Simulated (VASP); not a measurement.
Wanted: the native input for a VASP 6.6.1 run.

```
Task                   : single point
Functional             : PBEsol
Potentials or basis    : VASP PAW PBE potentials, release 64 (Eu)
Cutoff                 : 520 eV
k mesh                 : 10 × 10 × 10
Occupations            : fermi-dirac, width 0.08 eV
Spin                   : collinear spin, ferromagnetic start
Starting moments       : [7.2] μB
Dipole correction      : no
Further INCAR settings : ALGO = Normal; EDIFF = 1e-06; NBANDS = 18
```

The structure of Eu lies in POSCAR:

```
Eu
1.0
    0.0000000000      2.7893026914      2.7893026914
    2.7893026914      0.0000000000      2.7893026914
    2.7893026914      2.7893026914      0.0000000000
Eu
1
Direct
    0.0000000000      0.0000000000      0.0000000000
```

These files were run (other wordings do the same):

INCAR

```
SYSTEM = Eu
PREC = Accurate
ENCUT = 520
EDIFF = 1E-6
ISMEAR = -1
SIGMA = 0.08
LREAL = .FALSE.
LASPH = .TRUE.
NELM = 150
ALGO = Normal
ISIF = 2
LWAVE = .FALSE.
LCHARG = .FALSE.
ISPIN = 2
MAGMOM = 7.2
LORBIT = 11
LMAXMIX = 6
GGA = PS
NBANDS = 18
```

KPOINTS

```
regular mesh
0
G
  10 10 10
  0 0 0
```

Potentials or basis: VASP PAW PBE potentials, release 64 (Eu).

Launch:

```console
$ cat potpaw_PBE.64/Eu/POTCAR > POTCAR
$ mpirun -np 1 vasp_std > vasp.out
```

Results of the run:

```json
{
 "Pressure": "-2.1 GPa",
 "Net moment": "7.48 μB per cell",
 "Site moments": "Eu +6.72 μB",
 "Valence electrons inside the program's atomic spheres": "Eu 14.69"
}
```

Caveat: the PAW data sets were made with another functional, which shifts forces and pressure a little.

Run time: 92 s on 1 thread of AMD EPYC 7R13 Processor (Zen 3), on a shared host, peak memory 0.2 GiB.
